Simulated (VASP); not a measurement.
# Ge3BiH4 (Pm-3m) in VASP: notebook

The runs below take Ge3BiH4 through single point, with PBE.

Everything below comes from runs of VASP 6.6.1. Logs are shortened: lines on timing, memory, paths and dates and some standing lists are left out, and cuts for length are marked.

### 1 The cell of the first run

Symmetry: Pm-3m, No. 221, cubic system. Conventional cell: a = 4.739 Å, b = 4.739 Å, c = 4.739 Å, α = 90.00°, β = 90.00°, γ = 90.00°. Within 3.1 Å of Ge (site symmetry 4/mmm) lie 6 H at 2.37 Å. Within 3.1 Å of Bi (site symmetry m-3m) lie 6 H at 2.37 Å. H (site symmetry m-3m) has 6 Ge at 2.37 Å within 3.1 Å. Within 3.1 Å of H (site symmetry 4/mmm) lie 4 Ge at 2.37 Å and 2 Bi at 2.37 Å.

### 2 Single point, PBE

INCAR reads:

```
SYSTEM = Ge3BiH4
  PREC = Accurate
  ENCUT = 520
  EDIFF = 1E-6
  ISMEAR = 0
  SIGMA = 0.1
  LREAL = .FALSE.
  LASPH = .TRUE.
  NELM = 60
  ALGO = Normal
  ISIF = 2
  LWAVE = .FALSE.
  LCHARG = .TRUE.
  GGA = PE
  LELF = .TRUE.
  LVHAR = .TRUE.
  NBANDS = 40
```

KPOINTS reads:

```
Automatic mesh
0
G
  4 4 4
  0 0 0
```

POSCAR reads:

```
Ge3BiH4
1.0
    4.7393189472      0.0000000000      0.0000000000
    0.0000000000      4.7393189472      0.0000000000
    0.0000000000      0.0000000000      4.7393189472
Ge Bi H
3 1 4
Direct
    0.0000000000      0.5000000000      0.5000000000
    0.5000000000      0.0000000000      0.5000000000
    0.5000000000      0.5000000000      0.0000000000
    0.0000000000      0.0000000000      0.0000000000
    0.5000000000      0.5000000000      0.5000000000
    0.5000000000      0.0000000000      0.0000000000
    0.0000000000      0.5000000000      0.0000000000
    0.0000000000      0.0000000000      0.5000000000
```

Potentials or basis: VASP PAW PBE potentials, release 64 (Ge_d, Bi_d, H).

Launch:

```
$ cat potpaw_PBE.64/Ge_d/POTCAR potpaw_PBE.64/Bi_d/POTCAR potpaw_PBE.64/H/POTCAR > POTCAR
$ mpirun -np 1 vasp_std > vasp.out
```

OUTCAR:

```text
SYSTEM = Ge3BiH4
   PREC = Accurate
   ENCUT = 520
   EDIFF = 1E-6
   ISMEAR = 0
   LREAL = .FALSE.
   LASPH = .TRUE.
   NELM = 60
   ISIF = 2
   GGA = PE

 ion  position               nearest neighbor table
   1  0.000  0.500  0.500-   4 3.35   4 3.35   4 3.35   4 3.35
   2  0.500  0.000  0.500-   4 3.35   4 3.35   4 3.35   4 3.35
   3  0.500  0.500  0.000-   4 3.35   4 3.35   4 3.35   4 3.35
   4  0.000  0.000  0.000-   6 2.37   7 2.37   8 2.37   8 2.37   7 2.37   6 2.37   1 3.35   2 3.35
                             1 3.35   1 3.35   3 3.35   2 3.35   1 3.35   2 3.35   3 3.35   3 3.35
   5  0.500  0.500  0.500-
   6  0.500  0.000  0.000-   4 2.37   4 2.37
   7  0.000  0.500  0.000-   4 2.37   4 2.37
   8  0.000  0.000  0.500-   4 2.37   4 2.37

  LATTYP: Found a simple cubic cell.
 ALAT       =     4.7393189472

  Lattice vectors:

 A1 = (   4.7393189472,   0.0000000000,   0.0000000000)
 A2 = (   0.0000000000,   4.7393189472,   0.0000000000)
 A3 = (   0.0000000000,   0.0000000000,   4.7393189472)

Analysis of symmetry for initial positions (statically):
=====================================================================
 Subroutine PRICEL returns:
 Original cell was already a primitive cell.

 Routine SETGRP: Setting up the symmetry group for a
 simple cubic supercell.

 Subroutine GETGRP returns: Found 48 space group operations
 (whereof 48 operations were pure point group operations)
 out of a pool of 48 trial point group operations.

The static configuration has the point symmetry O_h .

Analysis of symmetry for dynamics (positions and initial velocities):
=====================================================================
 Subroutine PRICEL returns:
 Original cell was already a primitive cell.

 Routine SETGRP: Setting up the symmetry group for a
 simple cubic supercell.

 Subroutine GETGRP returns: Found 48 space group operations
 (whereof 48 operations were pure point group operations)
 out of a pool of 48 trial point group operations.

The dynamic configuration has the point symmetry O_h .

 Subroutine INISYM returns: Found 48 space group operations
 (whereof 48 operations are pure point group operations),
 and found     1 'primitive' translations

----------------------------------------------------------------------------------------

                                     Primitive cell

  volume of cell :     106.4505

  direct lattice vectors                    reciprocal lattice vectors
     4.739318947  0.000000000  0.000000000     0.211000781  0.000000000  0.000000000
     0.000000000  4.739318947  0.000000000     0.000000000  0.211000781  0.000000000
     0.000000000  0.000000000  4.739318947     0.000000000  0.000000000  0.211000781

  length of vectors
     4.739318947  4.739318947  4.739318947     0.211000781  0.211000781  0.211000781

  position of ions in fractional coordinates (direct lattice)
     0.000000000  0.500000000  0.500000000
     0.500000000  0.000000000  0.500000000
     0.500000000  0.500000000  0.000000000
     0.000000000  0.000000000  0.000000000
     0.500000000  0.500000000  0.500000000
     0.500000000  0.000000000  0.000000000
     0.000000000  0.500000000  0.000000000
     0.000000000  0.000000000  0.500000000

  ion indices of the primitive-cell ions
   primitive index   ion index
                 1           1
                 2           2
                 3           3
                 4           4
                 5           5
                 6           6
                 7           7
                 8           8

----------------------------------------------------------------------------------------

 KPOINTS: Automatic mesh

Automatic generation of k-mesh.
 Grid dimensions read from file:
 generate k-points for:    4    4    4

 Generating k-lattice:

  Cartesian coordinates                     Fractional coordinates (reciprocal lattice)
     0.052750195  0.000000000  0.000000000     0.250000000  0.000000000  0.000000000
     0.000000000  0.052750195  0.000000000     0.000000000  0.250000000  0.000000000
     0.000000000  0.000000000  0.052750195     0.000000000  0.000000000  0.250000000

  Length of vectors
     0.052750195  0.052750195  0.052750195

  Shift w.r.t. Gamma in fractional coordinates (k-lattice)
     0.000000000  0.000000000  0.000000000

 Subroutine IBZKPT returns following result:
 ===========================================

 Found     10 irreducible k-points:

 Following reciprocal coordinates:
            Coordinates               Weight
  0.000000  0.000000  0.000000      1.000000
  0.250000  0.000000  0.000000      6.000000
  0.500000  0.000000  0.000000      3.000000
  0.250000  0.250000  0.000000     12.000000
  0.500000  0.250000  0.000000     12.000000
  0.500000  0.500000  0.000000      3.000000
  0.250000  0.250000  0.250000      8.000000
  0.500000  0.250000  0.250000     12.000000
  0.500000  0.500000  0.250000      6.000000
  0.500000  0.500000  0.500000      1.000000
   k-points           NKPTS =     10   k-points in BZ     NKDIM =     10   number of bands    NBANDS=     40
   number of dos      NEDOS =    301   number of ions     NIONS =      8
   total plane-waves  NPLWV =  46656
   dimension x,y,z NGX =    36 NGY =   36 NGZ =   36
   dimension x,y,z NGXF=    72 NGYF=   72 NGZF=   72
   ions per type =               3   1   4
   NGX,Y,Z   is equivalent  to a cutoff of  12.63, 12.63, 12.63 a.u.
   NGXF,Y,Z  is equivalent  to a cutoff of  25.26, 25.26, 25.26 a.u.
 SYSTEM =  Ge3BiH4
   PREC   = accura    normal or accurate (medium, high low for compatibility)
   ISTART =      0    job   : 0-new  1-cont  2-samecut
   ICHARG =      2    charge: 1-file 2-atom 10-const
   ISPIN  =      1    spin polarized calculation?
   LNONCOLLINEAR =      F non collinear calculations
   LSORBIT =      F    spin-orbit coupling
   LASPH  =      T    aspherical Exc in radial PAW
   ENCUT  =  520.0 eV  38.22 Ry    6.18 a.u.   8.81  8.81  8.81*2*pi/ulx,y,z
   NELM   =     60;   NELMIN=  2; NELMDL= -5     # of ELM steps
   EDIFF  = 0.1E-05   stopping-criterion for ELM
   LREAL  =      F    real-space projection
   EDIFFG = 0.1E-04   stopping-criterion for IOM
   NSW    =      0    number of steps for IOM
   IBRION =     -1    ionic relax: 0-MD 1-quasi-New 2-CG
   NFREE  =      0    steps in history (QN), initial steepest desc. (CG)
   ISIF   =      2    stress and relaxation
   ISYM   =      2    0-nonsym 1-usesym 2-fastsym
   POTIM  = 0.5000    time-step for ionic-motion
   TEBEG  =    0.0;   TEEND  =   0.0 temperature during run
   PSTRESS=    0.0 pullay stress
   NELECT =      61.0000    total number of electrons
   NUPDOWN=      -1.0000    fix difference up-down
   EMIN   =  10.00;   EMAX   =-10.00  energy-range for DOS
   EFERMI =   0.00;   METHOD = LEGACY
   ISMEAR =     0;   SIGMA  =   0.10  broadening in eV -4-tet -1-fermi 0-gaus
   EFERMI_NEDOS =   21; number of points for ismear=-14 and -15
   IALGO  =     38    algorithm
   IMIX   =      4    mixing-type and parameters
     AMIX     =   0.40;   BMIX     =  1.00
     AMIX_MAG =   1.60;   BMIX_MAG =  1.00
  volume/ion in A,a.u.               =      13.31        89.80
  Fermi-wavevector in a.u.,A,eV,Ry     =   1.359781  2.569613 25.157217  1.849003
  Thomas-Fermi vector in A             =   2.486499
   LORBIT       =      0    0 simple, 1 ext, 2 COOP (PROOUT), +10 PAW based schemes
   GGA     = PE    functional components
   LHFCALC =     F    Hartree Fock is set to
   AEXX    =    0.0000 exact exchange contribution
   IVDW    =     0    specifies the selected vdW correction
   LEPSILON=     F    determine dielectric tensor
   LRPA    =     F    only Hartree local field effects (RPA)
 non-spin polarized calculation
 Gauss-broadening in eV      SIGMA  =   0.10
  energy-cutoff  :      520.00
  volume of cell :      106.45
 maximum number of plane-waves:      2897
 NGX is ok and might be reduce to    36
   NGX = 17   NGY = 17   NGZ = 17

 number of electron      61.0000056 magnetization

 Free energy of the ion-electron system (eV)
  ---------------------------------------------------
  ext. energy  EPLUGINS =         0.00000000
  ---------------------------------------------------
  free energy    TOTEN  =       -25.17522532 eV

  energy without entropy =      -25.15036725  energy(sigma->0) =      -25.16279628

 E-fermi :   6.0563     XC(G=0): -10.6622

 val. band max:        6.0199273404   @ k =   0.5000   0.2500   0.0000
 cond. band min:       6.0584975126   @ k =   0.2500   0.2500   0.0000
 fundamental gap:      0.0385701722
 Fermi energy:         6.0563155119

 k-point     1 :       0.0000    0.0000    0.0000
  band No.  band energies     occupation
      1     -18.8441      2.00000
      2     -18.8441      2.00000
      3     -18.8441      2.00000
      4     -18.8388      2.00000
      5     -18.8388      2.00000
      6     -18.8381      2.00000
[... 32 lines left out ...]
     39      11.5318      0.00000
     40      11.5327      0.00000

 k-point     2 :       0.2500    0.0000    0.0000
  band No.  band energies     occupation
      1     -18.8424      2.00000
      2     -18.8382      2.00000
      3     -18.8382      2.00000
      4     -18.8378      2.00000
      5     -18.8346      2.00000
      6     -18.8333      2.00000
[... 32 lines left out ...]
     39      10.3712      0.00000
     40      12.0399      0.00000

 k-point     3 :       0.5000    0.0000    0.0000
  band No.  band energies     occupation
      1     -18.8402      2.00000
      2     -18.8369      2.00000
      3     -18.8317      2.00000
      4     -18.8316      2.00000
      5     -18.8316      2.00000
      6     -18.8284      2.00000
[... 251 lines left out ...]
  band No.  band energies     occupation
      1     -18.8403      2.00000
      2     -18.8353      2.00000
      3     -18.8353      2.00000
      4     -18.8318      2.00000
      5     -18.8275      2.00000
      6     -18.8263      2.00000
[... 32 lines left out ...]
     39      10.2409      0.00000
     40      10.3008      0.00000

 k-point    10 :       0.5000    0.5000    0.5000
  band No.  band energies     occupation
      1     -18.8430      2.00000
      2     -18.8360      2.00000
      3     -18.8360      2.00000
      4     -18.8360      2.00000
      5     -18.8285      2.00000
      6     -18.8285      2.00000
[... 32 lines left out ...]
     39      10.5343      0.00000
     40      10.5343      0.00000

------------------------ aborting loop because EDIFF is reached ----------------------------------------

  FORCE on cell =-STRESS in cart. coord.  units (eV):
  Direction    XX          YY          ZZ          XY          YZ          ZX
  --------------------------------------------------------------------------------------
  -------------------------------------------------------------------------------------
  Total       -0.1151169     -0.1151169     -0.1151169     -0.0000000     -0.0000000     -0.0000000
  in kB       -1.7326135     -1.7326135     -1.7326135     -0.0000000     -0.0000000     -0.0000000
  external PRESSURE =      -1.7326135 kB  Pullay stress =       0.0000000 kB

 VOLUME and BASIS-vectors are now :
 -----------------------------------------------------------------------------
  energy-cutoff  :      520.00
  volume of cell :      106.45
      direct lattice vectors                 reciprocal lattice vectors
     4.739318947  0.000000000  0.000000000     0.211000781  0.000000000  0.000000000
     0.000000000  4.739318947  0.000000000     0.000000000  0.211000781  0.000000000
     0.000000000  0.000000000  4.739318947     0.000000000  0.000000000  0.211000781

 POSITION                                       TOTAL-FORCE (eV/Angst)
 -----------------------------------------------------------------------------------
      0.00000      2.36966      2.36966         0.000000      0.000000      0.000000
      2.36966      0.00000      2.36966         0.000000      0.000000      0.000000
      2.36966      2.36966      0.00000         0.000000      0.000000      0.000000
      0.00000      0.00000      0.00000         0.000000      0.000000      0.000000
      2.36966      2.36966      2.36966         0.000000      0.000000      0.000000
      2.36966      0.00000      0.00000         0.000000      0.000000      0.000000
      0.00000      2.36966      0.00000         0.000000      0.000000      0.000000
      0.00000      0.00000      2.36966         0.000000      0.000000      0.000000
 -----------------------------------------------------------------------------------
    total drift:                                0.000000      0.000000      0.000000

  FREE ENERGIE OF THE ION-ELECTRON SYSTEM (eV)
  ---------------------------------------------------
  free  energy   TOTEN  =       -25.1752253222 eV

  energy  without entropy=      -25.1503672457  energy(sigma->0) =      -25.16279628
```

Run time: 30 s. Hardware: 1 thread of Intel Xeon 6975P-C (Granite Rapids), shared host; peak memory 0.21 GiB.

What came out:

```yaml
Free_energy: -25.1752 eV
Pressure: -0.2 GPa
```

Caveat: spin-orbit coupling is left out, which moves the levels of the heavy elements.

[end of part 1 of 2]
